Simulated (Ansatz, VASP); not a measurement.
## One calculation of Mg3ZnC, two programs

```
Mg Zn C
1.0
    -2.17796    2.17796    4.63699
     2.17796   -2.17796    4.63699
     2.17796    2.17796   -4.63699
Mg Zn C
3 1 1
Direct
  0.93875 0.43875 0.50000
  0.43875 0.93875 0.50000
  0.66611 0.66611 0.00000
  0.20615 0.20615 0.00000
  0.43084 0.43084 0.00000
```

Alike in both runs: task relaxation of cell and atoms; functional PBE; k mesh 12 × 12 × 12; occupations gaussian, width 0.1 eV; no spin polarisation.

|  | VASP | Ansatz |
| --- | --- | --- |
| version | VASP 6.6.1 | Ansatz 0.2.0 |
| potentials or method | VASP PAW PBE potentials, release 64 (Mg, Zn, C), cutoff 600 eV | scalar-relativistic, plane waves, PAW |
| valence electrons in the cell | 22 | 46 |

Ansatz gave:

- gap on the k mesh at the Fermi level, each at its own relaxed structure (eV): none
- relaxed volume (Å³/atom): 17.55
- relaxed length of the cell vector where the two differ most in proportion (Å): 5.545

Problem. What did VASP give for the same quantities?

Solution. gap on the k mesh at the Fermi level, each at its own relaxed structure (eV): none; relaxed volume (Å³/atom): 17.51; relaxed length of the cell vector where the two differ most in proportion (Å): 5.540.

A gap of «none» marks a metal or a gap that the smearing closes. VASP's potentials hold 22 valence electrons a cell and Ansatz's 46, so a difference there can come from the potentials and not from the codes.
